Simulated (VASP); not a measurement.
A run of VASP 6.6.1 is set up as follows.

INCAR

```
SYSTEM = TiN
PREC = Accurate ; ENCUT = 520
EDIFF = 1E-7 ; ISMEAR = -1
SIGMA = 0.1 ; LREAL = .False.
LASPH = .True. ; NELM = 80
ALGO = Normal ; ISIF = 2
LWAVE = .False. ; LCHARG = .True.
GGA = PE ; LELF = .True.
LVHAR = .True. ; NBANDS = 16
```

File KPOINTS:

```
regular mesh
0
Gamma
  12 12 12
  0 0 0
```

POSCAR

```
TiN
1.0
    0.0000000000      2.1187771564      2.1187771564
    2.1187771564      0.0000000000      2.1187771564
    2.1187771564      2.1187771564      0.0000000000
Ti N
1 1
Direct
    0.0000000000      0.0000000000      0.0000000000
    0.5000000000      0.5000000000      0.5000000000
```

Potentials or basis: VASP PAW PBE potentials, release 64 (Ti_sv, N).

Run with:

```bash
$ cat potpaw_PBE.64/Ti_sv/POTCAR potpaw_PBE.64/N/POTCAR > POTCAR
$ mpirun -np 1 vasp_std > vasp.out
```

**Question.** Predict the pressure.

**Answer.** 2.4 GPa.
